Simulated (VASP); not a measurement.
Crystal: Co.

```xyz
2
Lattice="2.4944 0.0000 0.0000 -1.2472 2.1602 0.0000 0.0000 0.0000 4.0237" Properties=species:S:1:pos:R:3 pbc="T T T"
Co    1.2472    0.7201    1.0059
Co    0.0000    1.4402    3.0178
```

Base run:

* Program: VASP 6.6.1
* Functional: LDA
* Potentials or basis: VASP PAW LDA potentials, release 64 (Co)
* Cutoff: 520 eV
* k mesh: 24 × 24 × 12
* Occupations: gaussian, width 0.15 eV
* Spin: collinear spin, ferromagnetic start
* Starting moments: [2.2, 2.2] μB
* Fixed moment: 4.4 μB

Its results: pressure -4.3 GPa; site moments Co +2.15 μB.

**Question.** The run is repeated on the same cell with these changes: fixed moment from 4.4 μB to 0.55 μB; moments at the start from [2.2, 2.2] to [0.28, 0.28]. What comes out?

**Answer.** Pressure -28.2 GPa; site moments Co +0.28 μB.

Caveats: the cell stands under tension; the total moment is fixed, so each spin has its own Fermi level.
